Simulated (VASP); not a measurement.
Write the native input for VASP 6.6.1 that does the following.

```
Task                   : single point
Functional             : PBEsol
Potentials or basis    : VASP PAW PBE potentials, release 64 (Ti_sv, O)
Cutoff                 : 520 eV
k mesh                 : 18 × 18 × 16
Occupations            : gaussian, width 0.1 eV
Spin                   : no spin polarisation
Dipole correction      : no
Further INCAR settings : ALGO = Normal; EDIFF = 1e-06; NBANDS = 16
```

The structure of TiO lies in POSCAR:

```
TiO
1.0
    2.7586363813      0.0000000000      0.0000000000
   -1.3793181907      2.3890491860      0.0000000000
    0.0000000000      0.0000000000      2.7700175417
Ti O
1 1
Direct
    0.6666666667      0.3333333333      0.0000000000
    0.0000000000      0.0000000000      0.5000000000
```

This cell differs from its parent crystal: volume scaled by 0.97, then relaxed in part.

The input as run:

INCAR

```
SYSTEM = TiO
PREC = Accurate ; ENCUT = 520
EDIFF = 1E-6 ; ISMEAR = 0
SIGMA = 0.1 ; LREAL = .False.
LASPH = .True. ; NELM = 60
ALGO = Normal ; ISIF = 2
LWAVE = .False. ; LCHARG = .False.
GGA = PS ; NBANDS = 16
```

KPOINTS

```
Automatic mesh
0
Gamma
  18 18 16
  0 0 0
```

Potentials or basis: VASP PAW PBE potentials, release 64 (Ti_sv, O).

Launch:

```sh
$ cat potpaw_PBE.64/Ti_sv/POTCAR potpaw_PBE.64/O/POTCAR > POTCAR
$ mpirun -np 1 vasp_std > vasp.out
```

Results of the run:

| Quantity | Value |
| --- | --- |
| Pressure | 9.1 GPa |
| Band gap on the k mesh | zero (band 9 reaches 12.13 eV, above the bottom of band 10 at 12.05 eV) |

Caveat: the PAW data sets were made with another functional, which shifts forces and pressure a little; semilocal functionals often make such compounds metallic where correlation or magnetic order opens a gap, which also shifts bond lengths.

Wall time 47 s on 1 thread of Intel(R) Xeon(R) 6975P-C (Granite Rapids) (shared host), peak memory 0.21 GiB.
